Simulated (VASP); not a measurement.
# Hf (P6/mmm) in VASP: a series of runs

Hf is run at these levels: r2SCAN, PBEsol; tasks: single point.

Program: VASP 6.6.1. These are calculated values, not measurements. Logs are shortened: lines on timing, memory, paths and dates and some standing lists are left out, and cuts for length are marked.

### 1 The cell of the first run

It takes space group P6/mmm (No. 191, hexagonal). The conventional cell has a = 4.995 Å, b = 4.995 Å, c = 3.107 Å, α = 90.00°, β = 90.00°, γ = 120.00°. Hf (site symmetry 6/mmm) has 14 Hf at 3.11 to 3.28 Å within 4.1 Å. Within 3.8 Å of Hf (site symmetry -6m2) lie 11 Hf at 2.88 to 3.28 Å.

### 2 Single point, r2SCAN

POSCAR

```
Hf
1.0
    4.9951936113      0.0000000000      0.0000000000
   -2.4975968057      4.3259645642      0.0000000000
    0.0000000000      0.0000000000      3.1066714698
Hf
3
Direct
    0.0000000000      0.0000000000      0.0000000000
    0.3333333333      0.6666666667      0.5000000000
    0.6666666667      0.3333333333      0.5000000000
```

INCAR.step1

```
  ALGO = Normal
  EDIFF = 1E-4
  ENCUT = 520
  GGA = PE
  ISMEAR = -1
  LASPH = True
  LCHARG = False
  LREAL = False
  LWAVE = True
  NBANDS = 22
  NELM = 60
  PREC = Accurate
  SIGMA = 0.05
```

INCAR.step2

```
  ALGO = Normal
  EDIFF = 1E-7
  ENCUT = 520
  ISIF = 2
  ISMEAR = -1
  ISTART = 1
  LASPH = True
  LCHARG = True
  LELF = True
  LMIXTAU = True
  LREAL = False
  LVHAR = True
  LWAVE = False
  METAGGA = R2SCAN
  NBANDS = 22
  NELM = 60
  PREC = Accurate
  SIGMA = 0.05
```

KPOINTS

```
k-points
0
Gamma
  6 6 9
```

Potentials or basis: VASP PAW PBE potentials, release 64 (Hf_pv).

The run is started by

```console
$ cat potpaw_PBE.64/Hf_pv/POTCAR > POTCAR
$ cp INCAR.step1 INCAR
$ mpirun -np 1 vasp_std > vasp.out
$ cp INCAR.step2 INCAR
$ mpirun -np 1 vasp_std > vasp.out
```

OUTCAR:

```text
EDIFF = 1E-7
   ENCUT = 520
   ISIF = 2
   ISMEAR = -1
   ISTART = 1
   LASPH = True
   LREAL = False
   METAGGA = R2SCAN
   NELM = 60
   PREC = Accurate

 ion  position               nearest neighbor table
   1  0.000  0.000  0.000-   2 3.28   3 3.28   2 3.28   3 3.28   3 3.28   3 3.28   2 3.28   2 3.28
                             3 3.28   3 3.28   2 3.28   2 3.28
   2  0.333  0.667  0.500-   3 2.88   3 2.88   3 2.88   1 3.28   1 3.28   1 3.28   1 3.28   1 3.28
                             1 3.28
   3  0.667  0.333  0.500-   2 2.88   2 2.88   2 2.88   1 3.28   1 3.28   1 3.28   1 3.28   1 3.28
                             1 3.28

  LATTYP: Found a hexagonal cell.
 ALAT       =     4.9951936113
 C/A-ratio  =     0.6219321435

  Lattice vectors:

 A1 = (   4.9951936113,   0.0000000000,   0.0000000000)
 A2 = (  -2.4975968057,   4.3259645642,   0.0000000000)
 A3 = (   0.0000000000,   0.0000000000,   3.1066714698)

Analysis of symmetry for initial positions (statically):
=====================================================================
 Subroutine PRICEL returns:
 Original cell was already a primitive cell.

 Routine SETGRP: Setting up the symmetry group for a
 hexagonal supercell.

 Subroutine GETGRP returns: Found 24 space group operations
 (whereof 24 operations were pure point group operations)
 out of a pool of 24 trial point group operations.

The static configuration has the point symmetry D_6h.

Analysis of symmetry for dynamics (positions and initial velocities):
=====================================================================
 Subroutine PRICEL returns:
 Original cell was already a primitive cell.

 Routine SETGRP: Setting up the symmetry group for a
 hexagonal supercell.

 Subroutine GETGRP returns: Found 24 space group operations
 (whereof 24 operations were pure point group operations)
 out of a pool of 24 trial point group operations.

The dynamic configuration has the point symmetry D_6h.

 Subroutine INISYM returns: Found 24 space group operations
 (whereof 24 operations are pure point group operations),
 and found     1 'primitive' translations

----------------------------------------------------------------------------------------

                                     Primitive cell

  volume of cell :      67.1322

  direct lattice vectors                    reciprocal lattice vectors
     4.995193611  0.000000000  0.000000000     0.200192441  0.115581159  0.000000000
    -2.497596806  4.325964564  0.000000000     0.000000000  0.231162319  0.000000000
     0.000000000  0.000000000  3.106671470     0.000000000  0.000000000  0.321887914

  length of vectors
     4.995193611  4.995193611  3.106671470     0.231162319  0.231162319  0.321887914

  position of ions in fractional coordinates (direct lattice)
     0.000000000  0.000000000  0.000000000
     0.333333333  0.666666667  0.500000000
     0.666666667  0.333333333  0.500000000

  ion indices of the primitive-cell ions
   primitive index   ion index
                 1           1
                 2           2
                 3           3

----------------------------------------------------------------------------------------

 KPOINTS: k-points

Automatic generation of k-mesh.
 Grid dimensions read from file:
 generate k-points for:    6    6    9

 Generating k-lattice:

  Cartesian coordinates                     Fractional coordinates (reciprocal lattice)
     0.033365407  0.019263527  0.000000000     0.166666667  0.000000000  0.000000000
     0.000000000  0.038527053  0.000000000     0.000000000  0.166666667  0.000000000
     0.000000000  0.000000000  0.035765324     0.000000000  0.000000000  0.111111111

  Length of vectors
     0.038527053  0.038527053  0.035765324

  Shift w.r.t. Gamma in fractional coordinates (k-lattice)
     0.000000000  0.000000000  0.000000000

 Subroutine IBZKPT returns following result:
 ===========================================

 Found     35 irreducible k-points:

 Following reciprocal coordinates:
            Coordinates               Weight
  0.000000  0.000000  0.000000      1.000000
  0.166667  0.000000  0.000000      6.000000
  0.333333  0.000000  0.000000      6.000000
  0.500000  0.000000  0.000000      3.000000
  0.166667  0.166667  0.000000      6.000000
  0.333333  0.166667  0.000000     12.000000
[... 16 lines left out ...]
  0.166667  0.000000  0.333333     12.000000
  0.333333  0.000000  0.333333     12.000000
 [... further k-points ...]
   k-points           NKPTS =     35   k-points in BZ     NKDIM =     35   number of bands    NBANDS=     22
   number of dos      NEDOS =    301   number of ions     NIONS =      3
   total plane-waves  NPLWV =  38400
   dimension x,y,z NGX =    40 NGY =   40 NGZ =   24
   dimension x,y,z NGXF=    80 NGYF=   80 NGZF=   48
   ions per type =               3
   NGX,Y,Z   is equivalent  to a cutoff of  13.31, 13.31, 12.84 a.u.
   NGXF,Y,Z  is equivalent  to a cutoff of  26.62, 26.62, 25.69 a.u.
 SYSTEM =  unknown system
   PREC   = accura    normal or accurate (medium, high low for compatibility)
   ISTART =      1    job   : 0-new  1-cont  2-samecut
   ICHARG =      0    charge: 1-file 2-atom 10-const
   ISPIN  =      1    spin polarized calculation?
   LNONCOLLINEAR =      F non collinear calculations
   LSORBIT =      F    spin-orbit coupling
   LASPH  =      T    aspherical Exc in radial PAW
   ENCUT  =  520.0 eV  38.22 Ry    6.18 a.u.   9.29  9.29  5.78*2*pi/ulx,y,z
   NELM   =     60;   NELMIN=  2; NELMDL=  0     # of ELM steps
   EDIFF  = 0.1E-06   stopping-criterion for ELM
   LREAL  =      F    real-space projection
   EDIFFG = 0.1E-05   stopping-criterion for IOM
   NSW    =      0    number of steps for IOM
   IBRION =     -1    ionic relax: 0-MD 1-quasi-New 2-CG
   NFREE  =      0    steps in history (QN), initial steepest desc. (CG)
   ISIF   =      2    stress and relaxation
   ISYM   =      2    0-nonsym 1-usesym 2-fastsym
   POTIM  = 0.5000    time-step for ionic-motion
   TEBEG  =    0.0;   TEEND  =   0.0 temperature during run
   PSTRESS=    0.0 pullay stress
   NELECT =      30.0000    total number of electrons
   NUPDOWN=      -1.0000    fix difference up-down
   EMIN   =  10.00;   EMAX   =-10.00  energy-range for DOS
   EFERMI =   0.00;   METHOD = LEGACY
   ISMEAR =    -1;   SIGMA  =   0.05  broadening in eV -4-tet -1-fermi 0-gaus
   EFERMI_NEDOS =   21; number of points for ismear=-14 and -15
   IALGO  =     38    algorithm
   IMIX   =      4    mixing-type and parameters
     AMIX     =   0.40;   BMIX     =  1.00
     AMIX_MAG =   1.60;   BMIX_MAG =  1.00
  volume/ion in A,a.u.               =      22.38       151.01
  Fermi-wavevector in a.u.,A,eV,Ry     =   1.251618  2.365215 21.314166  1.566547
  Thomas-Fermi vector in A             =   2.385557
   LORBIT       =      0    0 simple, 1 ext, 2 COOP (PROOUT), +10 PAW based schemes
   METAGGA = R2SCAN    functional components
   LHFCALC =     F    Hartree Fock is set to
   AEXX    =    0.0000 exact exchange contribution
   IVDW    =     0    specifies the selected vdW correction
   LEPSILON=     F    determine dielectric tensor
   LRPA    =     F    only Hartree local field effects (RPA)
 non-spin polarized calculation
  energy-cutoff  :      520.00
  volume of cell :       67.13
 maximum number of plane-waves:      1836
 NGX is ok and might be reduce to    40
   NGX = 19   NGY = 19   NGZ = 11

 number of electron      30.0000002 magnetization

 Free energy of the ion-electron system (eV)
  ---------------------------------------------------
  ext. energy  EPLUGINS =         0.00000000
  ---------------------------------------------------
  free energy    TOTEN  =      -135.34916773 eV

  energy without entropy =     -135.32807101  energy(sigma->0) =     -135.33861937

 E-fermi :   4.6287     XC(G=0): -12.1565

 val. band max:        4.6214015395   @ k =   0.0000   0.0000   0.1111
 cond. band min:       4.6965994937   @ k =   0.3333   0.3333   0.2222
 fundamental gap:      0.0751979543
 Fermi energy:         4.6286661009

 k-point     1 :       0.0000    0.0000    0.0000
  band No.  band energies     occupation
      1     -27.2350      2.00000
      2     -27.2350      2.00000
      3     -27.2299      2.00000
      4     -27.2299      2.00000
      5     -26.8542      2.00000
      6     -26.6347      2.00000
[... 14 lines left out ...]
     21       7.7278      0.00000
     22       7.7660      0.00000

 k-point     2 :       0.1667    0.0000    0.0000
  band No.  band energies     occupation
      1     -27.3623      2.00000
      2     -27.3239      2.00000
      3     -27.0982      2.00000
      4     -27.0774      2.00000
      5     -26.8423      2.00000
      6     -26.6382      2.00000
[... 14 lines left out ...]
     21       7.3050      0.00000
     22       8.6511      0.00000

 k-point     3 :       0.3333    0.0000    0.0000
  band No.  band energies     occupation
      1     -27.4551      2.00000
      2     -27.2951      2.00000
      3     -26.9966      2.00000
      4     -26.9956      2.00000
      5     -26.8158      2.00000
      6     -26.6821      2.00000
[... 14 lines left out ...]
     21       8.2083      0.00000
     22       9.0470      0.00000

 k-point     4 :       0.5000    0.0000    0.0000
  band No.  band energies     occupation
      1     -27.4887      2.00000
      2     -27.1998      2.00000
      3     -27.0792      2.00000
      4     -26.9567      2.00000
      5     -26.8008      2.00000
      6     -26.6991      2.00000
[... 14 lines left out ...]
     21       7.8856      0.00000
     22       9.2529      0.00000

 k-point     5 :       0.1667    0.1667    0.0000
  band No.  band energies     occupation
      1     -27.3937      2.00000
      2     -27.3625      2.00000
      3     -27.0460      2.00000
      4     -26.9613      2.00000
      5     -26.8230      2.00000
      6     -26.6675      2.00000
[... 14 lines left out ...]
     21       7.9054      0.00000
     22       9.3795      0.00000

 k-point     6 :       0.3333    0.1667    0.0000
  band No.  band energies     occupation
      1     -27.4306      2.00000
      2     -27.2814      2.00000
      3     -27.1166      2.00000
      4     -26.8805      2.00000
      5     -26.8020      2.00000
      6     -26.7315      2.00000
[... 14 lines left out ...]
     21       8.1281      0.00000
     22       8.8752      0.00000

 k-point     7 :       0.3333    0.3333    0.0000
  band No.  band energies     occupation
      1     -27.3211      2.00000
      2     -27.2775      2.00000
      3     -27.2775      2.00000
      4     -26.7957      2.00000
      5     -26.7902      2.00000
      6     -26.7902      2.00000
[... 324 lines left out ...]
      6     -26.8145      2.00000
[... 14 lines left out ...]
     21       8.4016      0.00000
     22       8.6068      0.00000

 k-point    21 :       0.3333    0.3333    0.2222
  band No.  band energies     occupation
      1     -27.3485      2.00000
      2     -27.2375      2.00000
      3     -27.2375      2.00000
      4     -26.9490      2.00000
      5     -26.8432      2.00000
      6     -26.8432      2.00000
[... 14 lines left out ...]
     21       8.6036      0.00000
     22       9.4018      0.00000

 k-point    22 :       0.0000    0.0000    0.3333
  band No.  band energies     occupation
      1     -27.2006      2.00000
      2     -27.1781      2.00000
      3     -27.1781      2.00000
      4     -27.1398      2.00000
      5     -27.1398      2.00000
      6     -27.0840      2.00000
[... 14 lines left out ...]
     21       8.9140      0.00000
     22       9.4988      0.00000

 k-point    23 :       0.1667    0.0000    0.3333
  band No.  band energies     occupation
      1     -27.2596      2.00000
      2     -27.2381      2.00000
      3     -27.1671      2.00000
      4     -27.1298      2.00000
      5     -27.0893      2.00000
      6     -27.0079      2.00000
[... 14 lines left out ...]
     21       8.8204      0.00000
     22       9.5209      0.00000

 k-point    24 :       0.3333    0.0000    0.3333
  band No.  band energies     occupation
      1     -27.3030      2.00000
      2     -27.2976      2.00000
      3     -27.2204      2.00000
      4     -27.0486      2.00000
      5     -27.0304      2.00000
      6     -26.9546      2.00000
[... 14 lines left out ...]
     21       8.4841      0.00000
     22       9.2932      0.00000

 [... further k-points ...]
[... 5 lines left out ...]
  --------------------------------------------------------------------------------------
  -------------------------------------------------------------------------------------
  Total       -0.8183181     -0.8183181     -0.9533762      0.0000000      0.0000000      0.0000000
  in kB      -19.5299955    -19.5299955    -22.7532930      0.0000000      0.0000000      0.0000000
  external PRESSURE =     -20.6044280 kB  Pullay stress =       0.0000000 kB

 VOLUME and BASIS-vectors are now :
 -----------------------------------------------------------------------------
  energy-cutoff  :      520.00
  volume of cell :       67.13
      direct lattice vectors                 reciprocal lattice vectors
     4.995193611  0.000000000  0.000000000     0.200192441  0.115581159  0.000000000
    -2.497596806  4.325964564  0.000000000     0.000000000  0.231162319  0.000000000
     0.000000000  0.000000000  3.106671470     0.000000000  0.000000000  0.321887914

 POSITION                                       TOTAL-FORCE (eV/Angst)
 -----------------------------------------------------------------------------------
      0.00000      0.00000      0.00000        -0.000000      0.000000      0.000000
     -0.00000      2.88398      1.55334         0.000000      0.000000      0.000000
      2.49760      1.44199      1.55334        -0.000000      0.000000      0.000000
 -----------------------------------------------------------------------------------
    total drift:                                0.000000     -0.000000      0.000000

  FREE ENERGIE OF THE ION-ELECTRON SYSTEM (eV)
  ---------------------------------------------------
  free  energy   TOTEN  =      -135.3491677279 eV

  energy  without entropy=     -135.3280710137  energy(sigma->0) =     -135.33861937
```

Run time: 2 min. Hardware: 1 thread of Intel Xeon 6975P-C (Granite Rapids), shared host; peak memory 0.21 GiB.

Results:

```
Free energy            : -135.3492 eV
Pressure               : -2.1 GPa
Band gap on the k mesh : zero (band 15 reaches 5.03 eV, above the bottom of band 16 at 4.12 eV)
```

Caveat: the PAW data sets were made with another functional, which shifts forces and pressure a little; spin-orbit coupling is left out, which moves the levels of the heavy elements.

### 3 Single point, r2SCAN

This run uses another cell than the first one, of 22.82 Å³/atom, 1.020 times its volume.

POSCAR

```
Hf
1.0
    5.0276308424      0.0000000000      0.0000000000
   -2.5138154212      4.3540560303      0.0000000000
    0.0000000000      0.0000000000      3.1268452265
Hf
3
Direct
    0.0000000000      0.0000000000      0.0000000000
    0.3333333333      0.6666666667      0.5000000000
    0.6666666667      0.3333333333      0.5000000000
```

INCAR.step1

```
PREC = Accurate ; ENCUT = 520
ISMEAR = -1 ; SIGMA = 0.05
LREAL = False ; LASPH = True
NELM = 80 ; NBANDS = 22
GGA = PE ; ALGO = Normal
EDIFF = 1E-4 ; LWAVE = True
LCHARG = False
```

INCAR.step2

```
PREC = Accurate ; ENCUT = 520
EDIFF = 1E-6 ; ISMEAR = -1
SIGMA = 0.05 ; LREAL = False
LASPH = True ; NELM = 80
ALGO = Normal ; ISIF = 2
LWAVE = False ; LCHARG = False
METAGGA = R2SCAN ; LMIXTAU = True
NBANDS = 22 ; ISTART = 1
```

KPOINTS

```
regular mesh
0
Gamma
  6 6 9
```

Potentials or basis: VASP PAW PBE potentials, release 64 (Hf_pv).

The run is started by

```console
$ cat potpaw_PBE.64/Hf_pv/POTCAR > POTCAR
$ cp INCAR.step1 INCAR
$ mpirun -np 1 vasp_std > vasp.out
$ cp INCAR.step2 INCAR
$ mpirun -np 1 vasp_std > vasp.out
```

Run time: 1.7 min. Hardware: 1 thread of Intel Xeon 6975P-C (Granite Rapids), shared host; peak memory 0.21 GiB.

The run converged. Its results:

* Free energy: -135.3240 eV
* Pressure: -4.1 GPa
* Band gap on the k mesh: zero (band 15 reaches 4.85 eV, above the bottom of band 16 at 3.99 eV)

Stress tensor (GPa, compression positive):
```
-3.92  0.00  0.00
 0.00 -3.92  0.00
 0.00  0.00 -4.34
```

Levels at points of the mesh, in eV from the Fermi level:
```csv
k point,band 11,band 12,band 13,band 14,band 15,band 16,band 17,band 18,band 19,band 20
"(0.00, 0.00, 0.00)",-2.42,-0.79,-0.79,-0.71,-0.71,-0.51,1.32,2.33,2.33,3.06
"(0.50, 0.00, 0.00)",-4.73,-3.53,-0.39,-0.26,-0.24,0.29,0.74,1.03,1.76,3.14
```

Caveat: the PAW data sets were made with another functional, which shifts forces and pressure a little; spin-orbit coupling is left out, which moves the levels of the heavy elements.

### 4 Single point, PBEsol

This run uses another cell than the first one, of 21.94 Å³/atom, 0.980 times its volume.

INCAR

```
SYSTEM = Hf
PREC = Accurate
ENCUT = 520
EDIFF = 1E-6
ISMEAR = -1
SIGMA = 0.05
LREAL = .FALSE.
LASPH = .TRUE.
NELM = 100
ALGO = Normal
ISIF = 2
LWAVE = .FALSE.
LCHARG = .FALSE.
GGA = PS
NBANDS = 22
```

KPOINTS

```
regular mesh
0
G
  6 6 9
  0 0 0
```

POSCAR

```
Hf
1.0
    4.9623295440      0.0000000000      0.0000000000
   -2.4811647720      4.2975034470      0.0000000000
    0.0000000000      0.0000000000      3.0862322500
Hf
3
Direct
    0.0000000000      0.0000000000      0.0000000000
    0.3333333333      0.6666666667      0.5000000000
    0.6666666667      0.3333333333      0.5000000000
```

The run is started by

```console
$ cat potpaw_PBE.64/Hf_pv/POTCAR > POTCAR
$ mpirun -np 1 vasp_std > vasp.out
```

Wall time 84 s (1 thread of Intel Xeon 8259CL, shared host); peak memory 0.2 GiB.

The run converged. Its results:

| Property | Result |
| --- | --- |
| Free energy | -31.3988 eV |
| Pressure | -3.1 GPa |
| Band gap on the k mesh | zero (band 15 reaches 4.99 eV, above the bottom of band 16 at 4.11 eV) |

Stress tensor (GPa, compression positive):
```
-3.27  0.00  0.00
 0.00 -3.27  0.00
 0.00  0.00 -2.65
```

Levels at points of the mesh, in eV from the Fermi level:
```
           k point  band 11  band 12  band 13  band 14  band 15  band 16  band 17  band 18  band 19  band 20
(0.00, 0.00, 0.00)    -2.51    -0.62    -0.62    -0.62    -0.58    -0.58     1.11     2.15     2.15     2.89
(0.50, 0.00, 0.00)    -4.49    -3.54    -0.45    -0.40    -0.34     0.20     0.88     1.13     1.59     3.01
```

Caveat: the PAW data sets were made with another functional, which shifts forces and pressure a little; spin-orbit coupling is left out, which moves the levels of the heavy elements.

### 5 Summary

| level | cell | gap on the mesh (eV) | pressure (GPa) |
| --- | --- | --- | --- |
| r2SCAN | a = 4.995, b = 4.995, c = 3.107 Å, angles 90.0, 90.0, 120.0°, 3 atoms | none | -2.1 |
| r2SCAN | a = 5.028, b = 5.028, c = 3.127 Å, angles 90.0, 90.0, 120.0°, 3 atoms | none | -4.1 |
| PBEsol | a = 4.962, b = 4.962, c = 3.086 Å, angles 90.0, 90.0, 120.0°, 3 atoms | none | -3.1 |

Alike in all rows: task single point; potentials or basis VASP PAW PBE potentials, release 64 (Hf_pv); no spin polarisation; k mesh 6 × 6 × 9; cutoff (eV) 520; smearing fermi-dirac 0.05 eV.

Caveats: the PAW data sets were made with another functional, which shifts forces and pressure a little; spin-orbit coupling is left out, which moves the levels of the heavy elements.

Absolute energies hang on the potentials; compare differences alone.
